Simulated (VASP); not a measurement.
Wanted: the native input for a VASP 6.6.1 run.

```
Task                   : single point
Functional             : LDA
Potentials or basis    : VASP PAW LDA potentials, release 64 (V_sv, Si)
Cutoff                 : 500 eV
k mesh                 : 6 × 6 × 6
Occupations            : fermi-dirac, width 0.15 eV
Spin                   : no spin polarisation
Dipole correction      : no
Further INCAR settings : ALGO = Normal; EDIFF = 1e-06; NBANDS = 53
```

The structure of V3Si (vib) lies in POSCAR:

```
V3Si
1.0
    4.6087629000      0.0000000000      0.0000000000
    0.0000000000      4.6087629000      0.0000000000
    0.0000000000      0.0000000000      4.6087629000
V Si
6 2
Direct
    0.2500000000      0.0000000000      0.5000000000
    0.7500000000      0.0000000000      0.5000000000
    0.0000000000      0.5000000000      0.2500000000
    0.0000000000      0.5000000000      0.7500000000
    0.5000000000      0.7500000000      0.0000000000
    0.5000000000      0.2500000000      0.0000000000
    0.0000000000      0.0000000000      0.0000000000
    0.5000000000      0.5000000000      0.5000000000
```

These files were run (other wordings do the same):

INCAR

```
ALGO = Normal
EDIFF = 1E-6
ENCUT = 500
GGA = CA
GGA_COMPAT = False
ISIF = 2
ISMEAR = -1
LASPH = True
LCHARG = False
LREAL = False
LWAVE = False
NBANDS = 53
NELM = 120
PREC = Accurate
SIGMA = 0.15
```

KPOINTS

```
k-points
0
Gamma
  6 6 6
```

Potentials or basis: VASP PAW LDA potentials, release 64 (V_sv, Si).

Command:

```bash
$ cat potpaw_LDA.64/V_sv/POTCAR potpaw_LDA.64/Si/POTCAR > POTCAR
$ mpirun -np 1 vasp_std > vasp.out
```

It gave:

| Property | Result |
| --- | --- |
| Pressure | 0.6 GPa |
| Band gap on the k mesh | zero (band 43 reaches 11.34 eV, above the bottom of band 44 at 10.54 eV) |

It took 69 s on 1 thread of Intel(R) Xeon(R) Platinum 8488C (Sapphire Rapids), with other jobs on the host, peak memory 0.21 GiB.
